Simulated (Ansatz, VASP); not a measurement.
# Two plane-wave programs on I

```
I
1.0
     4.46913   -2.30156    0.00000
     4.46913    2.30156    0.00000
     0.00000    0.00000    9.87599
I
4
Direct
  0.84274 0.15726 0.12201
  0.65726 0.34274 0.62201
  0.15726 0.84274 0.87799
  0.34274 0.65726 0.37799
```

Alike in both runs: task single point; functional PBE; k mesh 7 × 7 × 3; occupations fermi-dirac, width 0.05 eV; no spin polarisation.

```csv
,VASP,Ansatz
version,VASP 6.6.1,Ansatz 0.2.0
potentials or method,"VASP PAW PBE potentials, release 64 (I), cutoff 520 eV","plane waves (420 eV) with PAW, scalar-relativistic"
valence electrons in the cell,28,68
```

|  | VASP | Ansatz | Ansatz less VASP |
| --- | --- | --- | --- |
| pressure (GPa) | -0.1 | 0.0 | +0.03 |
| traceless stress, the component that is largest in VASP (GPa) | -0.10 | -0.07 | +0.030 |

The functional is the same, so the differences come from potentials, cutoffs and numerics. VASP's potentials hold 28 valence electrons a cell and Ansatz's 68, so a difference there can come from the potentials and not from the codes.

Spin-orbit coupling is off throughout.
